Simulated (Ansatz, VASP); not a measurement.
## B7C in VASP and in Ansatz

File INCAR:

```
SYSTEM = B7C
  PREC = Accurate
  ENCUT = 520
  EDIFF = 1E-6
  ISMEAR = 0
  SIGMA = 0.1
  LREAL = .False.
  LASPH = .True.
  NELM = 150
  ALGO = Normal
  ISIF = 2
  LWAVE = .False.
  LCHARG = .False.
  ISPIN = 2
  MAGMOM = 0 0 0 0 0 0 0 1
  LORBIT = 11
  GGA = PE
  NBANDS = 26
```

The input KPOINTS:

```
regular mesh
0
Gamma
  6 6 6
  0 0 0
```

The input POSCAR:

```
B7C
1.0
    0.0000000000      3.1810919600      3.1810919600
    3.1810919600      0.0000000000      3.1810919600
    3.1810919600      3.1810919600      0.0000000000
B C
7 1
Direct
    0.5000000000      0.0000000000      0.0000000000
    0.0000000000      0.5000000000      0.5000000000
    0.0000000000      0.5000000000      0.0000000000
    0.5000000000      0.0000000000      0.5000000000
    0.0000000000      0.0000000000      0.5000000000
    0.5000000000      0.5000000000      0.0000000000
    0.5000000000      0.5000000000      0.5000000000
    0.0000000000      0.0000000000      0.0000000000
```

Input for Ansatz:

```yaml
crystal:
  lattice:
    - [0.0, 3.18109196, 3.18109196]
    - [3.18109196, 0.0, 3.18109196]
    - [3.18109196, 3.18109196, 0.0]
  atoms:
    - { symbol: B, position: [0.5, 0.0, 0.0] }
    - { symbol: B, position: [0.0, 0.5, 0.5] }
    - { symbol: B, position: [0.0, 0.5, 0.0] }
    - { symbol: B, position: [0.5, 0.0, 0.5] }
    - { symbol: B, position: [0.0, 0.0, 0.5] }
    - { symbol: B, position: [0.5, 0.5, 0.0] }
    - { symbol: B, position: [0.5, 0.5, 0.5] }
    - { symbol: C, position: [0.0, 0.0, 0.0], spin: 1.0 }
basis:
  ecutwfc: 420
kpoints:
  mp_grid: { grid: [6, 6, 6] }
hamiltonian:
  xc: pbe
scf:
  occupations: { method: gaussian, width: 0.1 }
  lower_state_search: "off"
output:
  forces: true
  stress: true
  eigenvalues: true
  populations: true
magnetization:
  spin_polarized: true
```

Change from the starting cell: species swapped into the CePd7 type (Fm-3m, No. 225).

Alike in both runs: task single point; functional PBE; k mesh 6 × 6 × 6; occupations gaussian, width 0.1 eV; collinear spin.

|  | VASP | Ansatz |
| --- | --- | --- |
| version | VASP 6.6.1 | Ansatz 0.2.0 |
| potentials or method | VASP PAW PBE potentials, release 64 (B, C), cutoff 520 eV | scalar-relativistic, plane waves, PAW |
| valence electrons in the cell | 25 | 25 |

```tsv
	VASP	Ansatz	Ansatz less VASP
gap on the k mesh at the Fermi level (eV)	none	none	-
net moment per atom (μB)	0.00	0.00	0.000
```

A gap of «none» marks a metal or a gap that the smearing closes. Ansatz's warnings: seeded moment not kept.
